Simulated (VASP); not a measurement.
SiMo3, 8 atoms in the cell. It takes space group R3c (No. 161, trigonal). The conventional cell has a = 6.939 Å, b = 6.939 Å, c = 8.498 Å, α = 90.00°, β = 90.00°, γ = 120.00°. Within 3.5 Å of Si (site symmetry 3) lie 12 Mo at 2.67 to 2.82 Å. Within 3.2 Å of Mo (site symmetry 1) lie 10 Mo at 2.45 to 3.00 Å and 4 Si at 2.67 to 2.82 Å.  This cell differs from its parent crystal: all Si atoms moved -0.100 Å, as atom 1 along Cartesian [1 1 1].

- Program: VASP 6.6.1
- Task: single point
- Functional: PBE
- Potentials or basis: VASP PAW PBE potentials, release 64 (Si, Mo_sv)
- Cutoff: 520 eV
- k mesh: 8 × 8 × 8
- Occupations: gaussian, width 0.15 eV
- Spin: no spin polarisation
- Dipole correction: no
- Further INCAR settings: ALGO = Fast; EDIFF = 1e-07; NBANDS = 56

Potentials or basis: VASP PAW PBE potentials, release 64 (Si, Mo_sv).

Run with:

```sh
$ cat potpaw_PBE.64/Si/POTCAR potpaw_PBE.64/Mo_sv/POTCAR > POTCAR
$ mpirun -np 1 vasp_std > vasp.out
```

Hardware: 1 thread of Oxide Virtual Turin-like Processor (shared host).

Q: How long does it take, and how much memory?

A: It took 11 min on 1 thread of Oxide Virtual Turin-like Processor, on a shared host, peak memory 0.37 GiB. Counts: scf iterations 18, k points 65.
